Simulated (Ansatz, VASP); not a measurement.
**Two plane-wave programs on TeAs2**

```
Te As
1.0
    -3.55645    3.55645    2.94052
     3.55645   -3.55645    2.94052
     3.55645    3.55645   -2.94052
Te As
2 4
Cartesian
  0.0000 3.5565 1.4703
  0.0000 0.0000 0.0000
  1.7782 0.0000 2.2054
  1.7782 3.5565 -0.7351
  3.5565 1.7782 0.7351
  0.0000 1.7782 3.6756
```

Alike in both runs: task single point; functional PBEsol; k mesh 8 × 8 × 8; no spin polarisation.

|  | VASP | Ansatz |
| --- | --- | --- |
| version | VASP 6.6.1 | Ansatz 0.2.0 |
| potentials or method | VASP PAW PBE potentials, release 64 (Te, As), cutoff 520 eV | scalar-relativistic, plane waves, PAW |
| occupations | methfessel-paxton of order 1, width 0.05 eV | cold, width 0.05 eV |
| valence electrons in the cell | 32 | 92 |

Ansatz gave:

| Property | Result |
| --- | --- |
| gap on the k mesh at the Fermi level (eV) | none |
| pressure (GPa) | -3.8 |
| traceless stress, the component that is largest in VASP (GPa) | -0.81 |

**Question.** Estimate VASP's values.

**Answer.** gap on the k mesh at the Fermi level (eV): none; pressure (GPa): -3.7; traceless stress, the component that is largest in VASP (GPa): -0.78.

VASP's potentials were made for PBE, not for PBEsol. A gap of «none» marks a metal or a gap that the smearing closes. VASP's potentials hold 32 valence electrons a cell and Ansatz's 92, so a difference there can come from the potentials and not from the codes.

Spin-orbit coupling is off throughout.
